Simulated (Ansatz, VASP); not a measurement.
## One calculation of Bi, two programs

```
Bi
1.0
     0.00000    3.64424    3.64424
     3.64424    0.00000    3.64424
     3.64424    3.64424    0.00000
Bi
2
Direct
  0.87500 0.87500 0.87500
  0.12500 0.12500 0.12500
```

Alike in both runs: functional PBE; k mesh 11 × 11 × 11; occupations fermi-dirac, width 0.05 eV; no spin polarisation.

Ansatz relaxed the structure, and its values are those at the end. VASP's run is a single point on that final structure, the one shown.

|  | VASP | Ansatz |
| --- | --- | --- |
| version | VASP 6.6.1 | Ansatz 0.2.0 |
| potentials or method | VASP PAW PBE potentials, release 64 (Bi_d) | PAW with Ansatz's default frozen-core files, scalar-relativistic |
| plane-wave cutoff (eV) | 520 | 420 |
| valence electrons in the cell | 30 | 30 |

|  | VASP | Ansatz | Ansatz less VASP |
| --- | --- | --- | --- |
| pressure (GPa) | 0.0 | 0.0 | +0.05 |

Neither program's run includes spin-orbit coupling.
